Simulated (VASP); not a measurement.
Here is a VASP 6.6.1 calculation.

The input INCAR:

```
SYSTEM = PbS
PREC     = Accurate       ! precision mode
ENCUT    = 500            ! plane-wave cutoff, eV
EDIFF    = 1E-6           ! SCF threshold, eV
ISMEAR   = -1             ! smearing method
SIGMA    = 0.02           ! smearing width, eV
LREAL    = .FALSE.        ! projectors in reciprocal space
LASPH    = .TRUE.         ! aspherical terms in the spheres
NELM     = 120            ! most SCF steps
ALGO     = Normal         ! electronic algorithm
ISIF     = 2              ! what is computed and relaxed
LWAVE    = .FALSE.        ! write WAVECAR
LCHARG   = .FALSE.        ! write CHGCAR
GGA      = PE             ! functional
NBANDS   = 17             ! bands
GGA_COMPAT= .FALSE.
```

KPOINTS

```
Automatic mesh
0
G
  8 8 8
  0 0 0
```

The input POSCAR:

```
PbS
1.0
    0.0000000000      3.0768496565      3.0768496565
    3.0768496565      0.0000000000      3.0768496565
    3.0768496565      3.0768496565      0.0000000000
Pb S
1 1
Direct
    0.0000000000      0.0000000000      0.0000000000
    0.5000000000      0.5000000000      0.5000000000
```

Potentials or basis: VASP PAW PBE potentials, release 64 (Pb_d, S).

Command:

```console
$ cat potpaw_PBE.64/Pb_d/POTCAR potpaw_PBE.64/S/POTCAR > POTCAR
$ mpirun -np 1 vasp_std > vasp.out
```

Task: Estimate the pressure.

Result: -3.3 GPa.

Task: Estimate the band gap on the k mesh.

Result: 0.71 eV.

Caveat: the cell differs from its parent crystal (strain +3.0%); the cell stands under tension; spin-orbit coupling is left out, which moves the levels of the heavy elements. A k mesh can miss the band edges.
